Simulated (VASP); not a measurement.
Set up this calculation in VASP 6.6.1, as the native input.

| Quantity | Value |
| --- | --- |
| Task | single point |
| Functional | PBE |
| Potentials or basis | VASP PAW PBE potentials, release 64 (Zr_sv, Ag, O) |
| Cutoff | 520 eV |
| k mesh | 6 × 6 × 4 |
| Occupations | gaussian, width 0.1 eV |
| Spin | no spin polarisation |
| Dipole correction | no |
| Further INCAR settings | ALGO = Fast; EDIFF = 1e-06; NBANDS = 32 |

The structure of ZrAgO4 lies in POSCAR:

```
ZrAgO4
1.0
    3.7060779800      0.0000000000      0.0000000000
    0.0000000000      3.7060779800      0.0000000000
    0.0000000000      0.0000000000      5.2411857400
Zr Ag O
1 1 4
Direct
    0.0000000000      0.0000000000      0.0000000000
    0.5000000000      0.5000000000      0.5000000000
    0.5000000000      0.0000000000      0.2500000000
    0.0000000000      0.5000000000      0.7500000000
    0.5000000000      0.0000000000      0.7500000000
    0.0000000000      0.5000000000      0.2500000000
```

The input as run:

INCAR

```
  ALGO = Fast
  EDIFF = 1E-6
  ENCUT = 520
  GGA = PE
  ISIF = 2
  ISMEAR = 0
  LASPH = True
  LCHARG = False
  LREAL = False
  LWAVE = False
  NBANDS = 32
  NELM = 60
  PREC = Accurate
  SIGMA = 0.1
```

KPOINTS

```
k-points
0
Gamma
  6 6 4
```

Potentials or basis: VASP PAW PBE potentials, release 64 (Zr_sv, Ag, O).

Run with:

```bash
$ cat potpaw_PBE.64/Zr_sv/POTCAR potpaw_PBE.64/Ag/POTCAR potpaw_PBE.64/O/POTCAR > POTCAR
$ mpirun -np 1 vasp_std > vasp.out
```

Results of the run:

```
Pressure               : -7.6 GPa
Largest force          : 1.021 eV/Å
Band gap on the k mesh : zero (an odd number of electrons rules out a gap without spin polarisation)
```

Caveat: the cell stands under tension; an odd number of electrons without spin polarisation forces a metal; a magnetic or distorted state may lie lower.

Run time: 120 s on 1 thread of Oxide Virtual Turin-like Processor, on a shared host, peak memory 0.18 GiB.
